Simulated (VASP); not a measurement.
Here is a VASP 6.6.1 calculation.

File INCAR:

```
SYSTEM = SiC
  PREC = Accurate
  ENCUT = 520
  EDIFF = 1E-6
  ISMEAR = 0
  SIGMA = 0.05
  LREAL = .FALSE.
  LASPH = .TRUE.
  NELM = 80
  ALGO = Normal
  ISIF = 2
  LWAVE = .FALSE.
  LCHARG = .FALSE.
  GGA = PE
  NBANDS = 16
```

The input KPOINTS:

```
Automatic mesh
0
G
  12 12 6
  0 0 0
```

File POSCAR:

```
SiC
1.0
    3.3368609434      0.0000000000      0.0000000000
   -1.6684304717      2.8898063458      0.0000000000
    0.0000000000      0.0000000000      5.0536758987
Si C
2 2
Direct
    0.3333333333      0.6666666667      0.0021767377
    0.6666666667      0.3333333333      0.5021767377
    0.3333333333      0.6666666667      0.3828232623
    0.6666666667      0.3333333333      0.8828232623
```

Potentials or basis: VASP PAW PBE potentials, release 64 (Si, C).

The run is started by

```bash
$ cat potpaw_PBE.64/Si/POTCAR potpaw_PBE.64/C/POTCAR > POTCAR
$ mpirun -np 1 vasp_std > vasp.out
```

(1) Predict the band gap on the k mesh.

(2) Estimate the pressure.

(3) Estimate the largest force.

Answers

(1) 1.80 eV (least direct gap 2.20 eV).

(2) -22.7 GPa.

(3) 0.009 eV/Å.

Caveat: the stress differs along the axes, from -33 to -3 GPa.
